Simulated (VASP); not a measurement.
# Be (Im-3m) in VASP: notebook, part 2 of 2

VASP 6.6.1. Earlier steps stand in the parts before.

### Step 3. Single point, PBEsol

This run uses another cell than the first one, of 7.47 Å³/atom.

Contents of INCAR:

```
SYSTEM = Be
ALGO     = Normal         ! electronic algorithm
EDIFF    = 1E-6           ! SCF threshold, eV
ENCUT    = 600            ! plane-wave cutoff, eV
GGA      = PS             ! functional
GGA_COMPAT= .False.      
ISIF     = 2              ! what is computed and relaxed
ISMEAR   = 1              ! smearing method
LASPH    = .True.         ! aspherical terms in the spheres
LCHARG   = .True.         ! write CHGCAR
LELF     = .True.         ! ELF
LREAL    = .False.        ! projectors in reciprocal space
LVHAR    = .True.       
LWAVE    = .False.        ! write WAVECAR
NBANDS   = 7              ! bands
NELM     = 120            ! most SCF steps
PREC     = Accurate       ! precision mode
SIGMA    = 0.05           ! smearing width, eV
```

Contents of KPOINTS:

```
k-points
0
Gamma
  10 10 10
  0 0 0
```

Contents of POSCAR:

```
Be
1.0
   -1.2313424450      1.2313424450      1.2313424450
    1.2313424450     -1.2313424450      1.2313424450
    1.2313424450      1.2313424450     -1.2313424450
Be
1
Direct
    0.0000000000      0.0000000000      0.0000000000
```

Potentials or basis: VASP PAW PBE potentials, release 64 (Be).

The run is started by

```sh
$ cat potpaw_PBE.64/Be/POTCAR > POTCAR
$ mpirun -np 1 vasp_std > vasp.out
```

OUTCAR:

```text
SYSTEM = Be
   EDIFF = 1E-6
   ENCUT = 600
   GGA = PS
   ISIF = 2
   ISMEAR = 1
   LASPH = .True.
   LREAL = .False.
   NELM = 120
   PREC = Accurate

 ion  position               nearest neighbor table
   1  0.000  0.000  0.000-

  LATTYP: Found a body centered cubic cell.
 ALAT       =     2.4626848900

  Lattice vectors:

 A1 = (  -1.2313424450,   1.2313424450,   1.2313424450)
 A2 = (   1.2313424450,  -1.2313424450,   1.2313424450)
 A3 = (   1.2313424450,   1.2313424450,  -1.2313424450)

Analysis of symmetry for initial positions (statically):
=====================================================================
 Subroutine PRICEL returns:
 Original cell was already a primitive cell.

 Routine SETGRP: Setting up the symmetry group for a
 body centered cubic supercell.

 Subroutine GETGRP returns: Found 48 space group operations
 (whereof 48 operations were pure point group operations)
 out of a pool of 48 trial point group operations.

The static configuration has the point symmetry O_h .

Analysis of symmetry for dynamics (positions and initial velocities):
=====================================================================
 Subroutine PRICEL returns:
 Original cell was already a primitive cell.

 Routine SETGRP: Setting up the symmetry group for a
 body centered cubic supercell.

 Subroutine GETGRP returns: Found 48 space group operations
 (whereof 48 operations were pure point group operations)
 out of a pool of 48 trial point group operations.

The dynamic configuration has the point symmetry O_h .

 Subroutine INISYM returns: Found 48 space group operations
 (whereof 48 operations are pure point group operations),
 and found     1 'primitive' translations

----------------------------------------------------------------------------------------

[... 104 lines left out ...]
   EFERMI =   0.00;   METHOD = LEGACY
   ISMEAR =     1;   SIGMA  =   0.05  broadening in eV -4-tet -1-fermi 0-gaus
   EFERMI_NEDOS =   21; number of points for ismear=-14 and -15
   IALGO  =     38    algorithm
   IMIX   =      4    mixing-type and parameters
     AMIX     =   0.40;   BMIX     =  1.00
     AMIX_MAG =   1.60;   BMIX_MAG =  1.00
  volume/ion in A,a.u.               =       7.47        50.40
  Fermi-wavevector in a.u.,A,eV,Ry     =   1.055243  1.994121 15.150613  1.113539
  Thomas-Fermi vector in A             =   2.190434
   LORBIT       =      0    0 simple, 1 ext, 2 COOP (PROOUT), +10 PAW based schemes
   GGA     = PS    functional components
   LHFCALC =     F    Hartree Fock is set to
   AEXX    =    0.0000 exact exchange contribution
   IVDW    =     0    specifies the selected vdW correction
   LEPSILON=     F    determine dielectric tensor
   LRPA    =     F    only Hartree local field effects (RPA)
 non-spin polarized calculation
 Methfessel and Paxton  Order N= 1 SIGMA  =   0.05
  energy-cutoff  :      600.00
  volume of cell :        7.47
 maximum number of plane-waves:       256
 NGX is ok and might be reduce to    18
   NGX =  9   NGY =  9   NGZ =  9

 number of electron       2.0000000 magnetization

 Free energy of the ion-electron system (eV)
  ---------------------------------------------------
  ext. energy  EPLUGINS =         0.00000000
  ---------------------------------------------------
  free energy    TOTEN  =        -3.88630975 eV

  energy without entropy =       -3.88618037  energy(sigma->0) =       -3.88626662

 E-fermi :   8.1355     XC(G=0): -10.8020

 val. band max:        8.1153651832   @ k =  -0.4000  -0.4000   0.2000
 cond. band min:       8.4912301915   @ k =  -0.4000  -0.4000   0.1000
 fundamental gap:      0.3758650083
 Fermi energy:         8.1355324138

 k-point     1 :       0.0000    0.0000    0.0000
  band No.  band energies     occupation
      1      -4.1667      2.00000
      2      28.5723      0.00000
      3      28.5723      0.00000
      4      28.5723      0.00000
      5      40.1384      0.00000
      6      40.1384      0.00000
      7      40.1384      0.00000
[... 221 lines left out ...]
 k-point    24 :      -0.3000    0.3000    0.1000
  band No.  band energies     occupation
      1      -0.5931      2.00000
      2      16.3231      0.00000
      3      21.1063      0.00000
      4      25.7882      0.00000
      5      31.9301      0.00000
      6      34.0660      0.00000
      7      41.2375      0.00000

 [... further k-points ...]
[... 5 lines left out ...]
  --------------------------------------------------------------------------------------
  -------------------------------------------------------------------------------------
  Total        0.2512827      0.2512827      0.2512827     -0.0000000     -0.0000000     -0.0000000
  in kB       53.9109041     53.9109041     53.9109041     -0.0000000     -0.0000000     -0.0000000
  external PRESSURE =      53.9109041 kB  Pullay stress =       0.0000000 kB

 VOLUME and BASIS-vectors are now :
 -----------------------------------------------------------------------------
  energy-cutoff  :      600.00
  volume of cell :        7.47
      direct lattice vectors                 reciprocal lattice vectors
    -1.231342445  1.231342445  1.231342445     0.000000000  0.406060883  0.406060883
     1.231342445 -1.231342445  1.231342445     0.406060883  0.000000000  0.406060883
     1.231342445  1.231342445 -1.231342445     0.406060883  0.406060883  0.000000000

 POSITION                                       TOTAL-FORCE (eV/Angst)
 -----------------------------------------------------------------------------------
      0.00000      0.00000      0.00000         0.000000      0.000000      0.000000
 -----------------------------------------------------------------------------------
    total drift:                                0.000000      0.000000      0.000000

  FREE ENERGIE OF THE ION-ELECTRON SYSTEM (eV)
  ---------------------------------------------------
  free  energy   TOTEN  =        -3.8863097540 eV

  energy  without entropy=       -3.8861803659  energy(sigma->0) =       -3.88626662
```

OSZICAR:

```text
N       E                     dE             d eps       ncg     rms          rms(c)
DAV:   1    -0.237264744321E+01   -0.23726E+01   -0.11236E+03   707   0.255E+02
DAV:   2    -0.389878625890E+01   -0.15261E+01   -0.14533E+01   875   0.275E+01
DAV:   3    -0.390150437163E+01   -0.27181E-02   -0.27171E-02   756   0.107E+00
DAV:   4    -0.390150507141E+01   -0.69979E-06   -0.69968E-06   987   0.186E-02
DAV:   5    -0.390150507200E+01   -0.58380E-09   -0.94547E-10   784   0.106E-04    0.851E-01
DAV:   6    -0.389051631979E+01    0.10989E-01   -0.96889E-04   693   0.360E-01    0.521E-01
DAV:   7    -0.388632078621E+01    0.41955E-02   -0.10054E-03   672   0.364E-01    0.165E-02
DAV:   8    -0.388630917700E+01    0.11609E-04   -0.24505E-06   742   0.157E-02    0.423E-03
DAV:   9    -0.388630975399E+01   -0.57699E-06   -0.21031E-07   665   0.265E-03
   1 F= -.38863098E+01 E0= -.38862666E+01  d E =-.129388E-03
```

stdout:

```text
POSCAR found type information on POSCAR Be
 POSCAR found :  1 types and       1 ions
 scaLAPACK will be used
 -----------------------------------------------------------------------------
|                                                                             |
|                                                                             |
|     You enforced a specific xc type in the INCAR file but a different       |
|     I HOPE YOU KNOW WHAT YOU ARE DOING!                                     |
|                                                                             |
 -----------------------------------------------------------------------------

 LDA part: xc-table for (Slater+PW92), standard interpolation
 POSCAR, INCAR and KPOINTS ok, starting setup
 FFT: planning ... GRIDC
 FFT: planning ... GRID_SOFT
 FFT: planning ... GRID
 WAVECAR not read
 entering main loop
```

Wall time 2.6 s (1 thread of Intel Xeon Platinum 8488C (Sapphire Rapids), shared host); peak memory 0.11 GiB.

What came out:

```
Free energy            : -3.8863 eV
Pressure               : 5.4 GPa
Band gap on the k mesh : zero (bands 1 and 2 overlap by 5.22 eV)
```

Levels at points of the mesh, in eV from the Fermi level:
```tsv
k point	band 1	band 2	band 3	band 4
(0.00, 0.00, 0.00)	-12.30	20.44	20.44	20.44
(0.50, 0.00, 0.00)	-5.21	0.79	12.99	16.30
(0.50, 0.50, 0.50)	4.35	4.35	4.35	10.30
```

Caveat: the k points lie up to 0.36 Å⁻¹ apart, too coarse for converged energies and pressures of a metal; the PAW data sets were made with another functional, which shifts forces and pressure a little.

### Step 4. Single point, PBEsol

This run uses another cell than the first one, of 7.22 Å³/atom.

Contents of INCAR:

```
SYSTEM = Be
PREC = Accurate ; ENCUT = 600
EDIFF = 1E-6 ; ISMEAR = 1
SIGMA = 0.05 ; LREAL = .FALSE.
LASPH = .TRUE. ; NELM = 120
ALGO = Normal ; ISIF = 2
LWAVE = .FALSE. ; LCHARG = .TRUE.
GGA = PS ; LELF = .TRUE.
LVHAR = .TRUE. ; NBANDS = 7
GGA_COMPAT = .FALSE.
```

Contents of KPOINTS:

```
Automatic mesh
0
G
  10 10 10
  0 0 0
```

Contents of POSCAR:

```
Be
1.0
   -1.2177363651      1.2177363651      1.2177363651
    1.2177363651     -1.2177363651      1.2177363651
    1.2177363651      1.2177363651     -1.2177363651
Be
1
Direct
    0.0000000000      0.0000000000      0.0000000000
```

The run is started by

```sh
$ cat potpaw_PBE.64/Be/POTCAR > POTCAR
$ mpirun -np 1 vasp_std > vasp.out
```

Run time: 2.3 s. Hardware: 1 thread of Intel Xeon Platinum 8488C (Sapphire Rapids), shared host; peak memory 0.11 GiB.

Results (log left out):

- Free energy: -3.8743 eV
- Pressure: 10.4 GPa
- Band gap on the k mesh: zero (bands 1 and 2 overlap by 5.36 eV)

Levels at points of the mesh, in eV from the Fermi level:
```tsv
k point	band 1	band 2	band 3	band 4	band 5	band 6
(0.00, 0.00, 0.00)	-12.49	21.01	21.01	21.01	32.71	32.71
(0.50, 0.00, 0.00)	-5.33	0.91	13.35	16.72	21.73	28.34
(0.50, 0.50, 0.50)	4.48	4.48	4.48	10.49	10.49	20.60
```

Caveat: the k points lie up to 0.36 Å⁻¹ apart, too coarse for converged energies and pressures of a metal; the PAW data sets were made with another functional, which shifts forces and pressure a little.

### Step 5. Single point, PBEsol

This run uses another cell than the first one, of 6.81 Å³/atom.

Contents of INCAR:

```
ALGO = Normal ; EDIFF = 1E-6
ENCUT = 600 ; GGA = PS
GGA_COMPAT = False ; ISIF = 2
ISMEAR = 1 ; LASPH = True
LCHARG = False ; LREAL = False
LWAVE = False ; NBANDS = 7
NELM = 120 ; PREC = Accurate
SIGMA = 0.05
```

Contents of KPOINTS:

```
k-points
0
Gamma
  10 10 10
```

Contents of POSCAR:

```
Be
1.0
   -1.1943153655      1.1943153655      1.1943153655
    1.1943153655     -1.1943153655      1.1943153655
    1.1943153655      1.1943153655     -1.1943153655
Be
1
Direct
    0.0000000000      0.0000000000      0.0000000000
```

The run is started by

```sh
$ cat potpaw_PBE.64/Be/POTCAR > POTCAR
$ mpirun -np 1 vasp_std > vasp.out
```

It took 2.5 s on 1 thread of Intel Xeon Platinum 8488C (Sapphire Rapids), shared host; peak memory 0.11 GiB.

Results (log left out):

```
Free energy            : -3.8354 eV
Pressure               : 20.5 GPa
Band gap on the k mesh : zero (bands 1 and 2 overlap by 5.63 eV)
```

Levels at points of the mesh, in eV from the Fermi level:
```tsv
k point	band 1	band 2	band 3	band 4	band 5
(0.00, 0.00, 0.00)	-12.81	22.04	22.04	22.04	33.99
(0.50, 0.00, 0.00)	-5.55	1.14	14.00	17.48	22.54
(0.50, 0.50, 0.50)	4.70	4.70	4.70	10.83	10.83
```

Caveat: the k points lie up to 0.37 Å⁻¹ apart, too coarse for converged energies and pressures of a metal; the PAW data sets were made with another functional, which shifts forces and pressure a little.

### Step 6. Overview

| cell | gap on the mesh (eV) | pressure (GPa) |
| --- | --- | --- |
| a = 2.159 Å, angles 109.5°, 1 atom | none | 0.4 |
| a = 2.133 Å, angles 109.5°, 1 atom | none | 5.4 |
| a = 2.109 Å, angles 109.5°, 1 atom | none | 10.4 |
| a = 2.069 Å, angles 109.5°, 1 atom | none | 20.5 |

Alike in all rows: task single point; level PBEsol; potentials or basis VASP PAW PBE potentials, release 64 (Be); no spin polarisation; k mesh 10 × 10 × 10; cutoff (eV) 600; smearing methfessel-paxton 0.05 eV.

Caveats: some runs use coarse meshes; the PAW data sets were made with another functional, which shifts forces and pressure a little.

Total energies depend on the potentials used, so only differences within one code and one set of settings carry meaning.

The gap in the log of VASP goes by the Fermi energy; the results here count the filled bands.